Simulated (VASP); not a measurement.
Write the native input for VASP 6.6.1 that does the following.

* Task: single point
* Functional: r2SCAN
* Potentials or basis: VASP PAW PBE potentials, release 64 (K_sv, S)
* Cutoff: 550 eV
* k mesh: 6 × 6 × 6
* Occupations: gaussian, width 0.01 eV
* Spin: no spin polarisation
* Dipole correction: no
* Further INCAR settings: ALGO = Normal; EDIFF = 1e-06; NBANDS = 19

Crystal: K2S.

```xyz
3
Lattice="0.0000 3.7394 3.7394 3.7394 0.0000 3.7394 3.7394 3.7394 0.0000" Properties=species:S:1:pos:R:3 pbc="T T T"
K     1.8697    1.8697    1.8697
K     5.6091    5.6091    5.6091
S     0.0000    0.0000    0.0000
```

This cell differs from its parent crystal: volume changed by +3%.

The input as run:

POSCAR

```
K2S
1.0
    0.0000000000      3.7393816493      3.7393816493
    3.7393816493      0.0000000000      3.7393816493
    3.7393816493      3.7393816493      0.0000000000
K S
2 1
Direct
    0.2500000000      0.2500000000      0.2500000000
    0.7500000000      0.7500000000      0.7500000000
    0.0000000000      0.0000000000      0.0000000000
```

INCAR.step1

```
  PREC = Accurate
  ENCUT = 550
  ISMEAR = 0
  SIGMA = 0.01
  LREAL = False
  LASPH = True
  NELM = 120
  NBANDS = 19
  GGA = PE
  ALGO = Normal
  EDIFF = 1E-5
  LWAVE = True
  LCHARG = False
  GGA_COMPAT = False
```

INCAR.step2

```
  PREC = Accurate
  ENCUT = 550
  EDIFF = 1E-6
  ISMEAR = 0
  SIGMA = 0.01
  LREAL = False
  LASPH = True
  NELM = 120
  ALGO = Normal
  ISIF = 2
  LWAVE = False
  LCHARG = True
  METAGGA = R2SCAN
  LMIXTAU = True
  LELF = True
  LVHAR = True
  NBANDS = 19
  ISTART = 1
  GGA_COMPAT = False
```

KPOINTS

```
regular mesh
0
Gamma
  6 6 6
```

Potentials or basis: VASP PAW PBE potentials, release 64 (K_sv, S).

Command:

```console
$ cat potpaw_PBE.64/K_sv/POTCAR potpaw_PBE.64/S/POTCAR > POTCAR
$ cp INCAR.step1 INCAR
$ mpirun -np 1 vasp_std > vasp.out
$ cp INCAR.step2 INCAR
$ mpirun -np 1 vasp_std > vasp.out
```

Results of the run:

```json
{
 "Pressure": "-0.5 GPa",
 "Band gap on the k mesh": "2.68 eV, indirect (least direct gap 2.85 eV)"
}
```

Caveat: the PAW data sets were made with another functional, which shifts forces and pressure a little.

It took 100 s on 1 thread of AMD EPYC 9R45 96-Core Processor (Zen 5), with other jobs on the host, peak memory 0.23 GiB.
